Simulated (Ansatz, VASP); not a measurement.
**S in VASP and in Ansatz**

Contents of INCAR:

```
ALGO = Normal
EDIFF = 1E-8
ENCUT = 520
GGA = PE
ISIF = 2
ISMEAR = -1
LASPH = True
LCHARG = False
LEFG = True
LREAL = False
LWAVE = False
NBANDS = 13
NELM = 60
PREC = Accurate
SIGMA = 0.05
```

The input KPOINTS:

```
k-points
0
Gamma
  9 9 9
```

The input POSCAR:

```
S
1.0
    0.0000000000      2.7698291284      2.7698291284
    2.7698291284      0.0000000000      2.7698291284
    2.7698291284      2.7698291284      0.0000000000
S
2
Direct
   -0.2150000000     -0.0950000000     -0.0950000000
    0.2150000000      0.0950000000      0.0950000000
```

Input for Ansatz:

```yaml
crystal:
  lattice:
    - [0.0, 2.7698291284, 2.7698291284]
    - [2.7698291284, 0.0, 2.7698291284]
    - [2.7698291284, 2.7698291284, 0.0]
  atoms:
    - { symbol: S, position: [-0.215, -0.095, -0.095] }
    - { symbol: S, position: [0.215, 0.095, 0.095] }
kpoints:
  mp_grid: { grid: [9, 9, 9] }
scf:
  occupations: { method: fermi_dirac, width: 0.05 }
hamiltonian:
  xc: pbe
  pseudopotentials: { kind: paw }
output:
  forces: true
  stress: true
  eigenvalues: true
  efg: { contact_densities: true }
  populations: true
```

Change from the starting cell: shortest bond scaled by 0.76, PAW files.

Alike in both runs: task electric field gradients; functional PBE; k mesh 9 × 9 × 9; occupations fermi-dirac, width 0.05 eV; no spin polarisation.

|  | VASP | Ansatz |
| --- | --- | --- |
| version | VASP 6.6.1 | Ansatz 0.2.0 |
| potentials or method | VASP PAW PBE potentials, release 64 (S) | PAW with Ansatz's default frozen-core files, scalar-relativistic |
| plane-wave cutoff (eV) | 520 | 420 |
| valence electrons in the cell | 12 | 12 |

```tsv
	VASP	Ansatz	Ansatz less VASP
pressure (GPa)	16.8	17.6	+0.80
traceless stress, the component that is largest in VASP (GPa)	-7.01	-7.88	-0.871
rms of the force components (eV/Å)	1.398	1.607	+0.2084
size of Vzz on the site where it differs most (V/Å²)	52.1	58.4	+6.38
```

Atom by atom the forces differ by 0.208 eV/Å (rms over components).
